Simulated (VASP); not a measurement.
# Ca (Pm-3m) in VASP: settings compared

Ca is run at these levels: revPBE+D3(BJ), PBE+D3(BJ), r2SCAN+rVV10; tasks: relaxation of cell and atoms, single point.

All numbers are computed with VASP 6.6.1; they aren't measurements. Logs are shortened: lines on timing, memory, paths and dates and some standing lists are left out, and cuts for length are marked.

## Step 1: The cell of the first run

It takes space group Pm-3m (No. 221, cubic). Conventional cell: a = 2.615 Å, b = 2.615 Å, c = 2.615 Å, α = 90.00°, β = 90.00°, γ = 90.00°. Ca (site symmetry m-3m) has 6 Ca at 2.62 Å within 3.4 Å.

This isn't the form of Ca at room conditions, which is fcc.

## Step 2: Relaxation of cell and atoms, revPBE+D3(BJ)

Contents of INCAR:

```
PREC = Accurate ; ENCUT = 600
EDIFF = 1E-6 ; ISMEAR = -1
SIGMA = 0.1 ; LREAL = False
LASPH = True ; NELM = 100
ALGO = Normal ; ISIF = 3
LWAVE = False ; LCHARG = False
GGA = RE ; IVDW = 12
IBRION = 2 ; NSW = 80
EDIFFG = -0.01
```

Contents of KPOINTS:

```
regular mesh
0
Gamma
  12 12 12
```

Contents of POSCAR:

```
Ca
1.0
    2.6150000000      0.0000000000      0.0000000000
    0.0000000000      2.6150000000      0.0000000000
    0.0000000000      0.0000000000      2.6150000000
Ca
1
Direct
    0.0000000000      0.0000000000      0.0000000000
```

Potentials or basis: VASP PAW PBE potentials, release 64 (Ca_sv).

The run is started by

```bash
$ cat potpaw_PBE.64/Ca_sv/POTCAR > POTCAR
$ mpirun -np 1 vasp_std > vasp.out
```

OUTCAR:

```text
PREC = Accurate
   ENCUT = 600
   EDIFF = 1E-6
   ISMEAR = -1
   LREAL = False
   LASPH = True
   NELM = 100
   ISIF = 3
   GGA = RE
   IVDW = 12
   IBRION = 2
   NSW = 80
   EDIFFG = -0.01
 IVDW          = 12

 ion  position               nearest neighbor table
   1  0.000  0.000  0.000-

  LATTYP: Found a simple cubic cell.
 ALAT       =     2.6150000000

  Lattice vectors:

 A1 = (   2.6150000000,   0.0000000000,   0.0000000000)
 A2 = (   0.0000000000,   2.6150000000,   0.0000000000)
 A3 = (   0.0000000000,   0.0000000000,   2.6150000000)

Analysis of symmetry for initial positions (statically):
=====================================================================
 Subroutine PRICEL returns:
 Original cell was already a primitive cell.

 Routine SETGRP: Setting up the symmetry group for a
 simple cubic supercell.

 Subroutine GETGRP returns: Found 48 space group operations
 (whereof 48 operations were pure point group operations)
 out of a pool of 48 trial point group operations.

The static configuration has the point symmetry O_h .

Analysis of symmetry for dynamics (positions and initial velocities):
=====================================================================
 Subroutine PRICEL returns:
 Original cell was already a primitive cell.

 Routine SETGRP: Setting up the symmetry group for a
 simple cubic supercell.

 Subroutine GETGRP returns: Found 48 space group operations
 (whereof 48 operations were pure point group operations)
 out of a pool of 48 trial point group operations.

The dynamic configuration has the point symmetry O_h .

 Subroutine INISYM returns: Found 48 space group operations
 (whereof 48 operations are pure point group operations),
 and found     1 'primitive' translations

----------------------------------------------------------------------------------------

                                     Primitive cell

  volume of cell :      17.8820

  direct lattice vectors                    reciprocal lattice vectors
     2.615000000  0.000000000  0.000000000     0.382409178  0.000000000  0.000000000
     0.000000000  2.615000000  0.000000000     0.000000000  0.382409178  0.000000000
     0.000000000  0.000000000  2.615000000     0.000000000  0.000000000  0.382409178

  length of vectors
     2.615000000  2.615000000  2.615000000     0.382409178  0.382409178  0.382409178

  position of ions in fractional coordinates (direct lattice)
     0.000000000  0.000000000  0.000000000

  ion indices of the primitive-cell ions
   primitive index   ion index
                 1           1

----------------------------------------------------------------------------------------

 KPOINTS: regular mesh

Automatic generation of k-mesh.
 Grid dimensions read from file:
 generate k-points for:   12   12   12

 Generating k-lattice:

  Cartesian coordinates                     Fractional coordinates (reciprocal lattice)
     0.031867431  0.000000000  0.000000000     0.083333333  0.000000000  0.000000000
     0.000000000  0.031867431  0.000000000     0.000000000  0.083333333  0.000000000
     0.000000000  0.000000000  0.031867431     0.000000000  0.000000000  0.083333333

  Length of vectors
     0.031867431  0.031867431  0.031867431

  Shift w.r.t. Gamma in fractional coordinates (k-lattice)
     0.000000000  0.000000000  0.000000000

 Subroutine IBZKPT returns following result:
 ===========================================

 Found     84 irreducible k-points:

 Following reciprocal coordinates:
            Coordinates               Weight
  0.000000  0.000000  0.000000      1.000000
  0.083333  0.000000  0.000000      6.000000
  0.166667  0.000000  0.000000      6.000000
  0.250000  0.000000  0.000000      6.000000
  0.333333  0.000000  0.000000      6.000000
  0.416667  0.000000  0.000000      6.000000
[... 16 lines left out ...]
  0.333333  0.333333  0.000000     12.000000
  0.416667  0.333333  0.000000     24.000000
 [... further k-points ...]
   k-points           NKPTS =     84   k-points in BZ     NKDIM =     84   number of bands    NBANDS=      9
   number of dos      NEDOS =    301   number of ions     NIONS =      1
   total plane-waves  NPLWV =  13824
   dimension x,y,z NGX =    24 NGY =   24 NGZ =   24
   dimension x,y,z NGXF=    48 NGYF=   48 NGZF=   48
   ions per type =               1
   NGX,Y,Z   is equivalent  to a cutoff of  15.26, 15.26, 15.26 a.u.
   NGXF,Y,Z  is equivalent  to a cutoff of  30.52, 30.52, 30.52 a.u.
 SYSTEM =  unknown system
   PREC   = accura    normal or accurate (medium, high low for compatibility)
   ISTART =      0    job   : 0-new  1-cont  2-samecut
   ICHARG =      2    charge: 1-file 2-atom 10-const
   ISPIN  =      1    spin polarized calculation?
   LNONCOLLINEAR =      F non collinear calculations
   LSORBIT =      F    spin-orbit coupling
   LASPH  =      T    aspherical Exc in radial PAW
   ENCUT  =  600.0 eV  44.10 Ry    6.64 a.u.   5.22  5.22  5.22*2*pi/ulx,y,z
   NELM   =    100;   NELMIN=  2; NELMDL= -5     # of ELM steps
   EDIFF  = 0.1E-05   stopping-criterion for ELM
   LREAL  =      F    real-space projection
   EDIFFG = -.1E-01   stopping-criterion for IOM
   NSW    =     80    number of steps for IOM
   IBRION =      2    ionic relax: 0-MD 1-quasi-New 2-CG
   NFREE  =      1    steps in history (QN), initial steepest desc. (CG)
   ISIF   =      3    stress and relaxation
   ISYM   =      2    0-nonsym 1-usesym 2-fastsym
   POTIM  = 0.5000    time-step for ionic-motion
   TEBEG  =    0.0;   TEEND  =   0.0 temperature during run
   PSTRESS=    0.0 pullay stress
   NELECT =      10.0000    total number of electrons
   NUPDOWN=      -1.0000    fix difference up-down
   EMIN   =  10.00;   EMAX   =-10.00  energy-range for DOS
   EFERMI =   0.00;   METHOD = LEGACY
   ISMEAR =    -1;   SIGMA  =   0.10  broadening in eV -4-tet -1-fermi 0-gaus
   EFERMI_NEDOS =   21; number of points for ismear=-14 and -15
   IALGO  =     38    algorithm
   IMIX   =      4    mixing-type and parameters
     AMIX     =   0.40;   BMIX     =  1.00
     AMIX_MAG =   1.60;   BMIX_MAG =  1.00
  volume/ion in A,a.u.               =      17.88       120.67
  Fermi-wavevector in a.u.,A,eV,Ry     =   1.348766  2.548797 24.751291  1.819169
  Thomas-Fermi vector in A             =   2.476408
   LORBIT       =      0    0 simple, 1 ext, 2 COOP (PROOUT), +10 PAW based schemes
   GGA     = RE    functional components
   LHFCALC =     F    Hartree Fock is set to
   AEXX    =    0.0000 exact exchange contribution
   IVDW    =    12    specifies the selected vdW correction
   LEPSILON=     F    determine dielectric tensor
   LRPA    =     F    only Hartree local field effects (RPA)
 conjugate gradient relaxation of ions
 non-spin polarized calculation
  energy-cutoff  :      600.00
  volume of cell :       17.88
 maximum number of plane-waves:       624
 NGX is ok and might be reduce to    24
   NGX = 11   NGY = 11   NGZ = 11

--------------------------------------- Ionic step        1  -------------------------------------------

 number of electron      10.0000000 magnetization

 Free energy of the ion-electron system (eV)
  ---------------------------------------------------
  ext. energy  EPLUGINS =         0.00000000
  ---------------------------------------------------
  free energy    TOTEN  =         0.56816453 eV

  energy without entropy =        0.57842167  energy(sigma->0) =        0.57329310

 E-fermi :   6.5798     XC(G=0): -10.8650

 val. band max:        6.5465505141   @ k =   0.5000   0.1667   0.0833
 cond. band min:       6.5967302962   @ k =   0.5000   0.1667   0.0000
 fundamental gap:      0.0501797821
 Fermi energy:         6.5798396056

 k-point     1 :       0.0000    0.0000    0.0000
  band No.  band energies     occupation
      1     -35.0173      2.00000
      2     -14.6244      2.00000
      3     -14.6244      2.00000
      4     -14.6244      2.00000
      5       2.3935      2.00000
      6       6.6929      0.48818
      7       6.6929      0.48818
      8      14.4762      0.00000
      9      14.4762      0.00000
[... 265 lines left out ...]
 k-point    24 :       0.4167    0.3333    0.0000
  band No.  band energies     occupation
      1     -34.2944      2.00000
      2     -16.5816      2.00000
      3     -16.1131      2.00000
      4     -14.2325      2.00000
      5       4.7422      2.00000
      6       8.2337      0.00000
      7      11.8856      0.00000
      8      11.9105      0.00000
      9      12.5383      0.00000

 [... further k-points ...]

------------------------ aborting loop because EDIFF is reached ----------------------------------------

 Edisp (eV)   -0.99340

 E8    (eV) :    -0.7380

  FORCE on cell =-STRESS in cart. coord.  units (eV):
  Direction    XX          YY          ZZ          XY          YZ          ZX
  --------------------------------------------------------------------------------------
  -------------------------------------------------------------------------------------
  Total       4.10202     4.10202     4.10202    -0.00000    -0.00000     0.00000
  in kB     367.53080   367.53080   367.53080    -0.00000    -0.00000     0.00000
  external pressure =      367.53 kB  Pullay stress =        0.00 kB
[... 176 lines left out ...]
  energy  without entropy=       -1.7617578278  energy(sigma->0) =       -1.77588884

--------------------------------------- Ionic step        6  -------------------------------------------

 number of electron       9.9999997 magnetization

 Free energy of the ion-electron system (eV)
  ---------------------------------------------------
  ext. energy  EPLUGINS =         0.00000000
  ---------------------------------------------------
  free energy    TOTEN  =        -1.34150450 eV

  energy without entropy =       -1.31404805  energy(sigma->0) =       -1.32777628

 E-fermi :   2.2417     XC(G=0):  -7.8185

 val. band max:        2.2010855398   @ k =   0.5000   0.5000   0.2500
 cond. band min:       2.2873220354   @ k =   0.4167   0.0000   0.0000
 fundamental gap:      0.0862364956
 Fermi energy:         2.2417154927

 k-point     1 :       0.0000    0.0000    0.0000
  band No.  band energies     occupation
      1     -39.9216      2.00000
      2     -20.7447      2.00000
      3     -20.7447      2.00000
      4     -20.7447      2.00000
      5      -1.7358      2.00000
      6       3.0885      0.00042
      7       3.0885      0.00042
      8       6.6333      0.00000
      9       6.6333      0.00000
[... 265 lines left out ...]
 k-point    24 :       0.4167    0.3333    0.0000
  band No.  band energies     occupation
      1     -39.8780      2.00000
      2     -20.9774      2.00000
      3     -20.9227      2.00000
      4     -20.7046      2.00000
      5       1.5027      1.99877
      6       2.8039      0.00721
      7       4.3996      0.00000
      8       4.8435      0.00000
      9       5.5827      0.00000

 [... further k-points ...]

------------------------ aborting loop because EDIFF is reached ----------------------------------------

 Edisp (eV)   -0.44869

 E8    (eV) :    -0.3346

  FORCE on cell =-STRESS in cart. coord.  units (eV):
  Direction    XX          YY          ZZ          XY          YZ          ZX
  --------------------------------------------------------------------------------------
  -------------------------------------------------------------------------------------
  Total       0.00970     0.00970     0.00970     0.00000     0.00000     0.00000
  in kB       0.39359     0.39359     0.39359     0.00000     0.00000     0.00000
  external pressure =        0.39 kB  Pullay stress =        0.00 kB
[... 16 lines left out ...]
  FREE ENERGIE OF THE ION-ELECTRON SYSTEM (eV)
  ---------------------------------------------------
  free  energy   TOTEN  =        -1.7901912703 eV

  energy  without entropy=       -1.7627348290  energy(sigma->0) =       -1.77646305

 reached required accuracy - stopping structural energy minimisation
```

Wall time 34 s (1 thread of Intel Xeon 6975P-C (Granite Rapids), shared host); peak memory 0.16 GiB.

What came out:

```yaml
Free_energy: -1.7902 eV
Relaxed_volume: 39.49 Å³/atom
Relaxed_cell: a = 3.405 Å, b = 3.405 Å, c = 3.405 Å, α = 90.00°, β = 90.00°, γ = 90.00°
Space_group_after_relaxing_to_0.1_Å: Pm-3m (No. 221)
Energy_gained_by_relaxing: 1365.0 meV/atom
Ionic_steps: 6
Pressure_after_relaxing: 0.0 GPa
Band_gap_on_the_k_mesh: zero (bands 5 and 6 overlap by 1.13 eV)
Dispersion_energy_per_atom: -0.449 eV
```

Step by step:
| step | energy change (eV) | largest force (eV/Å) | pressure (GPa) | volume (Å³) |
| --- | --- | --- | --- | --- |
| 1 | 0.0000 | 0.0000 | 36.75 | 17.88 |
| 2 | -1.2547 | 0.0000 | 4.78 | 30.74 |
| 3 | -1.3438 | 0.0000 | 1.72 | 35.34 |
| 4 | -1.3329 | 0.0000 | -1.49 | 45.87 |
| 5 | -1.3648 | 0.0000 | -0.14 | 40.06 |
| 6 | -1.3650 | 0.0000 | 0.04 | 39.49 |

Final structure:
```cif
data_structure
_symmetry_space_group_name_H-M 'P 1'
_symmetry_Int_Tables_number 1
_cell_length_a 3.4054
_cell_length_b 3.4054
_cell_length_c 3.4054
_cell_angle_alpha 90.000
_cell_angle_beta 90.000
_cell_angle_gamma 90.000
_cell_volume 39.49
loop_
_atom_site_label
_atom_site_type_symbol
_atom_site_fract_x
_atom_site_fract_y
_atom_site_fract_z
_atom_site_occupancy
Ca1 Ca 0.00000 0.00000 0.00000 1
```

Caveat: the volume moved by over 15 % at a fixed basis, so the end points are rough; the PAW data sets were made with another functional, which shifts forces and pressure a little.

[end of part 1 of 3]

The gap in the log of VASP goes by the Fermi energy; the results here count the filled bands.